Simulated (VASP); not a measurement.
Zr3Au, 8 atoms in the cell. Symmetry: Pm-3n, No. 223, cubic system. The conventional cell has a = 5.435 Å, b = 5.435 Å, c = 5.435 Å, α = 90.00°, β = 90.00°, γ = 90.00°. Within 3.6 Å of Zr (site symmetry -4m2) lie 10 Zr at 2.72 to 3.33 Å and 4 Au at 3.04 Å. Within 4.0 Å of Au (site symmetry m-3) lie 12 Zr at 3.04 Å. 

```yaml
Program: VASP 6.6.1
Task: relaxation of the atoms
Functional: r2SCAN
Potentials_or_basis: VASP PAW PBE potentials, release 64 (Zr_sv, Au)
Cutoff: 520 eV
k_mesh: 6 × 6 × 6
Occupations: fermi-dirac, width 0.1 eV
Spin: no spin polarisation
Dipole_correction: no
Further_INCAR_settings: ALGO = Normal; EDIFF = 1e-06; IBRION = 2; EDIFFG = -0.01; NSW = 50
```

Potentials or basis: VASP PAW PBE potentials, release 64 (Zr_sv, Au).

The run is started by

```bash
$ cat potpaw_PBE.64/Zr_sv/POTCAR potpaw_PBE.64/Au/POTCAR > POTCAR
$ cp INCAR.step1 INCAR
$ mpirun -np 4 vasp_std > vasp.out
$ cp INCAR.step2 INCAR
$ mpirun -np 4 vasp_std > vasp.out
```

Hardware: 4 MPI ranks on Intel(R) Xeon(R) Platinum 8259CL CPU @ 2.50GHz (Skylake/Cascade Lake), on a shared host.

Question: How long does it take, and how much memory?

Answer: Run time: 2.4 min on 4 MPI ranks on Intel(R) Xeon(R) Platinum 8259CL CPU @ 2.50GHz (Skylake/Cascade Lake) (shared host), peak memory 0.35 GiB a rank. Counts: k points 20, ion steps 1.
